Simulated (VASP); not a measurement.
Set up this calculation in VASP 6.6.1, as the native input.

* Task: single point
* Functional: r2SCAN
* Dispersion: rVV10
* Potentials or basis: VASP PAW PBE potentials, release 64 (Mg, Pb_d, Se)
* Cutoff: 520 eV
* k mesh: 6 × 6 × 2
* Occupations: fermi-dirac, width 0.03 eV
* Spin: no spin polarisation
* Dipole correction: no
* Further INCAR settings: ALGO = Normal; EDIFF = 1e-07; NBANDS = 33

Crystal: MgPb2Se3.

```
Mg Pb Se
1.0
     4.16663    0.00000    0.00000
    -2.08332    3.60841    0.00000
     0.00000    0.00000   10.40365
Mg Pb Se
1 2 3
Direct
  0.00000 0.00000 0.00000
  0.33333 0.66667 0.67754
  0.66667 0.33333 0.32246
  0.33333 0.66667 0.13908
  0.66667 0.33333 0.86092
  0.00000 0.00000 0.50000
```

The input as run:

POSCAR

```
MgPb2Se3
1.0
    4.1666307767      0.0000000000      0.0000000000
   -2.0833153884      3.6084081008      0.0000000000
    0.0000000000      0.0000000000     10.4036459953
Mg Pb Se
1 2 3
Direct
    0.0000000000      0.0000000000      0.0000000000
    0.3333333333      0.6666666667      0.6775381002
    0.6666666667      0.3333333333      0.3224618998
    0.3333333333      0.6666666667      0.1390768413
    0.6666666667      0.3333333333      0.8609231587
    0.0000000000      0.0000000000      0.5000000000
```

INCAR.step1

```
SYSTEM = MgPb2Se3
ALGO = Normal ; EDIFF = 1E-4
ENCUT = 520 ; GGA = PE
ISMEAR = -1 ; LASPH = .True.
LCHARG = .False. ; LREAL = .False.
LWAVE = .True. ; NBANDS = 33
NELM = 60 ; PREC = Accurate
SIGMA = 0.03
```

INCAR.step2

```
SYSTEM = MgPb2Se3
ALGO = Normal ; BPARAM = 11.95
CPARAM = 0.0093 ; EDIFF = 1E-7
ENCUT = 520 ; ISIF = 2
ISMEAR = -1 ; ISTART = 1
IVDW_NL = 2 ; LASPH = .True.
LCHARG = .True. ; LELF = .True.
LMIXTAU = .True. ; LREAL = .False.
LUSE_VDW = .True. ; LVHAR = .True.
LWAVE = .False. ; METAGGA = R2SCAN
NBANDS = 33 ; NELM = 60
PREC = Accurate ; SIGMA = 0.03
```

KPOINTS

```
k-points
0
Gamma
  6 6 2
  0 0 0
```

Potentials or basis: VASP PAW PBE potentials, release 64 (Mg, Pb_d, Se).

Run with:

```console
$ cat potpaw_PBE.64/Mg/POTCAR potpaw_PBE.64/Pb_d/POTCAR potpaw_PBE.64/Se/POTCAR > POTCAR
$ cp INCAR.step1 INCAR
$ mpirun -np 1 vasp_std > vasp.out
$ cp INCAR.step2 INCAR
$ mpirun -np 1 vasp_std > vasp.out
```

It gave:

| Item | Value |
| --- | --- |
| Pressure | 0.1 GPa |
| Largest force | 0.029 eV/Å |
| Band gap on the k mesh | 0.64 eV, indirect (least direct gap 0.92 eV) |

Caveat: the PAW data sets were made with another functional, which shifts forces and pressure a little; spin-orbit coupling is left out, which moves the levels of the heavy elements.

Run time: 4.6 min on 1 thread of Intel(R) Xeon(R) 6975P-C (Granite Rapids), with other jobs on the host, peak memory 0.63 GiB.
